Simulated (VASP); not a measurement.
# CoO (P1) in VASP: single point with RPBE+D4

Aim: the single point of CoO with RPBE+D4.

Program: VASP 6.6.1. These are calculated values, not measurements. Logs are shortened: lines on timing, memory, paths and dates and some standing lists are left out, and cuts for length are marked.

### 1 The cell of the first run

The typed cell holds 2 atoms: a = 3.014 Å, b = 3.014 Å, c = 3.014 Å, α = 60.00°, β = 60.00°, γ = 60.00°.

### 2 Single point, RPBE+D4, non-collinear spin, zero start (atoms moved at random)

INCAR reads:

```
PREC     = Accurate       # precision mode
ENCUT    = 520            # plane-wave cutoff, eV
EDIFF    = 1E-6           # SCF threshold, eV
ISMEAR   = 0              # smearing method
SIGMA    = 0.05           # smearing width, eV
LREAL    = False          # projectors in reciprocal space
LASPH    = True           # aspherical terms in the spheres
NELM     = 150            # most SCF steps
ALGO     = Normal         # electronic algorithm
ISIF     = 2              # what is computed and relaxed
LWAVE    = False          # write WAVECAR
LCHARG   = False          # write CHGCAR
LNONCOLLINEAR= True           # non-collinear magnetism
MAGMOM   = 0 0 0 0 0 0    # initial moments
LORBIT   = 11             # projections on sites
LMAXMIX  = 4              # l up to which the mixer works
GGA      = RP             # functional
IVDW     = 13             # dispersion correction
NBANDS   = 27             # bands
```

KPOINTS reads:

```
regular mesh
0
Gamma
  8 8 8
```

POSCAR reads:

```
CoO
1.0
    0.0000000000      2.1315000000      2.1315000000
    2.1315000000      0.0000000000      2.1315000000
    2.1315000000      2.1315000000      0.0000000000
Co O
1 1
Direct
    0.0037270000     -0.0103310000      0.0007900000
    0.4833660000      0.5402950000      0.4970950000
```

Potentials or basis: VASP PAW PBE potentials, release 64 (Co, O).

The run is started by

```
$ cat potpaw_PBE.64/Co/POTCAR potpaw_PBE.64/O/POTCAR > POTCAR
$ mpirun -np 1 vasp_ncl > vasp.out
```

OUTCAR:

```text
PREC = Accurate
   ENCUT = 520
   EDIFF = 1E-6
   ISMEAR = 0
   LREAL = False
   LASPH = True
   NELM = 150
   ISIF = 2
   LNONCOLLINEAR = True
   LORBIT = 11
   GGA = RP
   IVDW = 13

 ion  position               nearest neighbor table
   1  0.004  0.990  0.001-   2 2.03   2 2.07   2 2.08   2 2.19   2 2.20   2 2.23
   2  0.483  0.540  0.497-   1 2.03   1 2.07   1 2.08   1 2.19   1 2.20   1 2.23

  LATTYP: Found a face centered cubic cell.
 ALAT       =     4.2630000000

  Lattice vectors:

 A1 = (   0.0000000000,   2.1315000000,   2.1315000000)
 A2 = (   2.1315000000,   0.0000000000,   2.1315000000)
 A3 = (   2.1315000000,   2.1315000000,   0.0000000000)

Analysis of symmetry for initial positions (statically):
[... 5 lines left out ...]
 face centered cubic supercell.

 Subroutine GETGRP returns: Found  1 space group operations
 (whereof  1 operations were pure point group operations)
 out of a pool of 48 trial point group operations.

The static configuration has the point symmetry C_1 .

Analysis of symmetry for dynamics (positions and initial velocities):
[... 5 lines left out ...]
 face centered cubic supercell.

 Subroutine GETGRP returns: Found  1 space group operations
 (whereof  1 operations were pure point group operations)
 out of a pool of 48 trial point group operations.

The dynamic configuration has the point symmetry C_1 .

Analysis of structural, dynamic, and magnetic symmetry:
=====================================================================
 Subroutine PRICEL returns:
 Original cell was already a primitive cell.

 Routine SETGRP: Setting up the symmetry group for a
 face centered cubic supercell.

 Subroutine GETGRP returns: Found  1 space group operations
 (whereof  1 operations were pure point group operations)
 out of a pool of 48 trial point group operations.

The overall configuration has the point symmetry C_1 .

 Subroutine INISYM returns: Found  1 space group operations
 (whereof  1 operations are pure point group operations),
 and found     1 'primitive' translations

----------------------------------------------------------------------------------------

                                     Primitive cell

  volume of cell :      19.3681

  direct lattice vectors                    reciprocal lattice vectors
     0.000000000  2.131500000  2.131500000    -0.234576589  0.234576589  0.234576589
     2.131500000  0.000000000  2.131500000     0.234576589 -0.234576589  0.234576589
     2.131500000  2.131500000  0.000000000     0.234576589  0.234576589 -0.234576589

  length of vectors
     3.014396208  3.014396208  3.014396208     0.406298571  0.406298571  0.406298571

  position of ions in fractional coordinates (direct lattice)
     0.003727000  0.989669000  0.000790000
     0.483366000  0.540295000  0.497095000

  ion indices of the primitive-cell ions
   primitive index   ion index
                 1           1
                 2           2

----------------------------------------------------------------------------------------

 KPOINTS: regular mesh

Automatic generation of k-mesh.
 Grid dimensions read from file:
 generate k-points for:    8    8    8

 Generating k-lattice:

  Cartesian coordinates                     Fractional coordinates (reciprocal lattice)
    -0.029322074  0.029322074  0.029322074     0.125000000  0.000000000  0.000000000
     0.029322074 -0.029322074  0.029322074     0.000000000  0.125000000  0.000000000
     0.029322074  0.029322074 -0.029322074     0.000000000  0.000000000  0.125000000

  Length of vectors
     0.050787321  0.050787321  0.050787321

  Shift w.r.t. Gamma in fractional coordinates (k-lattice)
     0.000000000  0.000000000  0.000000000

 Subroutine IBZKPT returns following result:
 ===========================================

 Found    512 irreducible k-points:

 Following reciprocal coordinates:
            Coordinates               Weight
  0.000000  0.000000  0.000000      1.000000
  0.125000  0.000000  0.000000      1.000000
 -0.125000  0.000000  0.000000      1.000000
  0.000000  0.125000  0.000000      1.000000
  0.000000 -0.125000  0.000000      1.000000
  0.000000  0.000000  0.125000      1.000000
[... 16 lines left out ...]
  0.000000  0.000000 -0.375000      1.000000
  0.375000  0.375000  0.375000      1.000000
 [... further k-points ...]
   k-points           NKPTS =    512   k-points in BZ     NKDIM =    512   number of bands    NBANDS=     27
   number of dos      NEDOS =    301   number of ions     NIONS =      2
   total plane-waves  NPLWV =  13824
   dimension x,y,z NGX =    24 NGY =   24 NGZ =   24
   dimension x,y,z NGXF=    48 NGYF=   48 NGZF=   48
   ions per type =               1   1
   NGX,Y,Z   is equivalent  to a cutoff of  13.24, 13.24, 13.24 a.u.
   NGXF,Y,Z  is equivalent  to a cutoff of  26.47, 26.47, 26.47 a.u.
 SYSTEM =  unknown system
   PREC   = accura    normal or accurate (medium, high low for compatibility)
   ISTART =      0    job   : 0-new  1-cont  2-samecut
   ICHARG =      2    charge: 1-file 2-atom 10-const
   ISPIN  =      1    spin polarized calculation?
   LNONCOLLINEAR =      T non collinear calculations
   LSORBIT =      F    spin-orbit coupling
   LASPH  =      T    aspherical Exc in radial PAW
   ENCUT  =  520.0 eV  38.22 Ry    6.18 a.u.   5.60  5.60  5.60*2*pi/ulx,y,z
   NELM   =    150;   NELMIN=  2; NELMDL= -5     # of ELM steps
   EDIFF  = 0.1E-05   stopping-criterion for ELM
   LREAL  =      F    real-space projection
   EDIFFG = 0.1E-04   stopping-criterion for IOM
   NSW    =      0    number of steps for IOM
   IBRION =     -1    ionic relax: 0-MD 1-quasi-New 2-CG
   NFREE  =      0    steps in history (QN), initial steepest desc. (CG)
   ISIF   =      2    stress and relaxation
   ISYM   =      2    0-nonsym 1-usesym 2-fastsym
   POTIM  = 0.5000    time-step for ionic-motion
   TEBEG  =    0.0;   TEEND  =   0.0 temperature during run
   PSTRESS=    0.0 pullay stress
   NELECT =      15.0000    total number of electrons
   NUPDOWN=      -1.0000    fix difference up-down
   EMIN   =  10.00;   EMAX   =-10.00  energy-range for DOS
   EFERMI =   0.00;   METHOD = LEGACY
   ISMEAR =     0;   SIGMA  =   0.05  broadening in eV -4-tet -1-fermi 0-gaus
   EFERMI_NEDOS =   21; number of points for ismear=-14 and -15
   IALGO  =     38    algorithm
   IMIX   =      4    mixing-type and parameters
     AMIX     =   0.40;   BMIX     =  1.00
     AMIX_MAG =   1.60;   BMIX_MAG =  1.00
  volume/ion in A,a.u.               =       9.68        65.35
  Fermi-wavevector in a.u.,A,eV,Ry     =   1.503407  2.841027 30.752334  2.260233
  Thomas-Fermi vector in A             =   2.614521
   LORBIT       =     11    0 simple, 1 ext, 2 COOP (PROOUT), +10 PAW based schemes
   GGA     = RP    functional components
   LHFCALC =     F    Hartree Fock is set to
   AEXX    =    0.0000 exact exchange contribution
   IVDW    =    13    specifies the selected vdW correction
   LEPSILON=     F    determine dielectric tensor
   LRPA    =     F    only Hartree local field effects (RPA)
 Gauss-broadening in eV      SIGMA  =   0.05
  energy-cutoff  :      520.00
  volume of cell :       19.37
 maximum number of plane-waves:      1088
 NGX is ok and might be reduce to    24
   NGX = 11   NGY = 11   NGZ = 11

 number of electron      15.0000000 magnetization       0.0000000      0.0000000      0.0000000

 number of electron      15.0000002 magnetization       0.0000551     -0.0005184      0.0013310

 number of electron      15.0000002 magnetization       0.0000298     -0.0000152     -0.0000221

 Free energy of the ion-electron system (eV)
  ---------------------------------------------------
  ext. energy  EPLUGINS =         0.00000000
  ---------------------------------------------------
  free energy    TOTEN  =       -11.69249756 eV

  energy without entropy =      -11.68581295  energy(sigma->0) =      -11.68915525

 E-fermi :   7.8923     XC(G=0): -12.2163

 val. band max:        7.8919999878   @ k =  -0.3750   0.1250   0.3750
 cond. band min:       7.8946989515   @ k =   0.3750   0.2500  -0.3750
 fundamental gap:      0.0026989636
 Fermi energy:         7.8922853095

 k-point     1 :       0.0000    0.0000    0.0000
  band No.  band energies     occupation
      1     -12.5505      1.00000
      2     -12.5504      1.00000
      3       4.3077      1.00000
      4       4.3077      1.00000
      5       4.3683      1.00000
      6       4.3683      1.00000
[... 19 lines left out ...]
     26      26.4749      0.00000
     27      26.5517      0.00000

 k-point     2 :       0.1250    0.0000    0.0000
  band No.  band energies     occupation
      1     -12.4029      1.00000
      2     -12.4029      1.00000
      3       3.3361      1.00000
      4       3.3361      1.00000
      5       3.9426      1.00000
      6       3.9426      1.00000
[... 652 lines left out ...]
 k-point    24 :       0.3750    0.3750    0.3750
  band No.  band energies     occupation
      1     -11.6037      1.00000
      2     -11.6037      1.00000
      3       0.4726      1.00000
      4       0.4727      1.00000
      5       2.7046      1.00000
      6       2.7046      1.00000
[... 19 lines left out ...]
     26      22.5861      0.00000
     27      28.5072      0.00000

 [... further k-points ...]

------------------------ aborting loop because EDIFF is reached ----------------------------------------

  DFT-D4 for vdW energy calculation

  Edisp (eV):   -1.18541

  FORCE on cell =-STRESS in cart. coord.  units (eV):
  Direction    XX          YY          ZZ          XY          YZ          ZX
  --------------------------------------------------------------------------------------
  -------------------------------------------------------------------------------------
  Total      -2.24552    -2.45253    -2.41237    -0.08236    -0.05378     0.10788
  in kB    -185.75561  -202.87994  -199.55774    -6.81280    -4.44909     8.92439
  external pressure =     -196.06 kB  Pullay stress =        0.00 kB

 VOLUME and BASIS-vectors are now :
 -----------------------------------------------------------------------------
  energy-cutoff  :      520.00
  volume of cell :       19.37
      direct lattice vectors                 reciprocal lattice vectors
     0.000000000  2.131500000  2.131500000    -0.234576589  0.234576589  0.234576589
     2.131500000  0.000000000  2.131500000     0.234576589 -0.234576589  0.234576589
     2.131500000  2.131500000  0.000000000     0.234576589  0.234576589 -0.234576589

 POSITION                                       TOTAL-FORCE (eV/Angst)
 -----------------------------------------------------------------------------------
      2.11116      0.00963      2.11742        -0.057289      0.038777     -0.050936
      2.21120      2.08985      2.18193         0.057289     -0.038777      0.050936
 -----------------------------------------------------------------------------------
    total drift:                                0.000273     -0.000065      0.000013

  FREE ENERGIE OF THE ION-ELECTRON SYSTEM (eV)
  ---------------------------------------------------
  free  energy   TOTEN  =       -12.8779098199 eV

  energy  without entropy=      -12.8712252053  energy(sigma->0) =      -12.87456751

 total charge

# of ion       s       p       d       tot
------------------------------------------
    1        0.274   0.325   7.320   7.919
    2        1.565   3.368   0.000   4.933
--------------------------------------------------
tot          1.840   3.693   7.320  12.853

 magnetization (x)

# of ion       s       p       d       tot
------------------------------------------
    1        0.000   0.000   0.000   0.000
    2        0.000   0.000   0.000   0.000
--------------------------------------------------
tot          0.000   0.000   0.000   0.000

 magnetization (y)

# of ion       s       p       d       tot
------------------------------------------
    1       -0.000  -0.000  -0.000  -0.000
    2       -0.000  -0.000   0.000  -0.000
--------------------------------------------------
tot         -0.000  -0.000  -0.000  -0.000

 magnetization (z)

# of ion       s       p       d       tot
------------------------------------------
    1       -0.000  -0.000  -0.000  -0.000
    2       -0.000  -0.000   0.000  -0.000
--------------------------------------------------
tot         -0.000  -0.000  -0.000  -0.000
```

Run time: 6.7 min. Hardware: 1 thread of Intel Xeon 6975P-C (Granite Rapids), shared host; peak memory 0.49 GiB.

Results:

```yaml
Free_energy: -12.8779 eV
Pressure: -19.6 GPa
Largest_force: 0.086 eV/Å
Band_gap_on_the_k_mesh: zero (band 15 reaches 9.45 eV, above the bottom of band 16 at 7.02 eV)
Net_moment: 0.00 μB per cell
Valence_electrons_inside_the_program's_atomic_spheres: Co 7.92; O 4.93
Dispersion_energy_per_atom: -0.593 eV
```

Forces in eV/Å, atoms in the order of the input:
```
Co  -0.057  0.039 -0.051
O    0.057 -0.039  0.051
```

Moments on the atoms (μB; x, y, z):
```
Co  0.00 0.00 0.00
O   0.00 0.00 0.00
```

Caveat: the cell differs from its parent crystal (atoms moved at random); the PAW data sets were made with another functional, which shifts forces and pressure a little; semilocal functionals often make such compounds metallic where correlation or magnetic order opens a gap, which also shifts bond lengths; pairwise dispersion overbinds metals, which lowers pressure and volume.
